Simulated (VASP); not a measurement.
Runs of VASP 6.6.1 on Sc3Al. The structure is cubic, space group Pm-3m (No. 221). Conventional cell: a = 4.432 Å, b = 4.432 Å, c = 4.432 Å, α = 90.00°, β = 90.00°, γ = 90.00°. Within 4.1 Å of Sc (site symmetry 4/mmm) lie 8 Sc at 3.13 Å and 4 Al at 3.13 Å. Al (site symmetry m-3m) has 12 Sc at 3.13 Å within 4.1 Å. 

```csv
smearing,gap on the mesh (eV),pressure (GPa)
fermi-dirac 0.1 eV,none,0.2
fermi-dirac 0.05 eV,none,0.1
fermi-dirac 0.025 eV,none,0.1
fermi-dirac 0.25 eV,none,(a)
fermi-dirac 0.15 eV,none,0.3
```

Alike in all rows: task single point; level r2SCAN; potentials or basis VASP PAW PBE potentials, release 64 (Sc_sv, Al); no spin polarisation; cell as given; k mesh 5 × 5 × 5; cutoff (eV) 520.

Question: Estimate the missing entries.

Answer: (a) 0.7.

Caveats: the PAW data sets were made with another functional, which shifts forces and pressure a little.

A gap of «none» marks levels without a gap at the run's occupations.
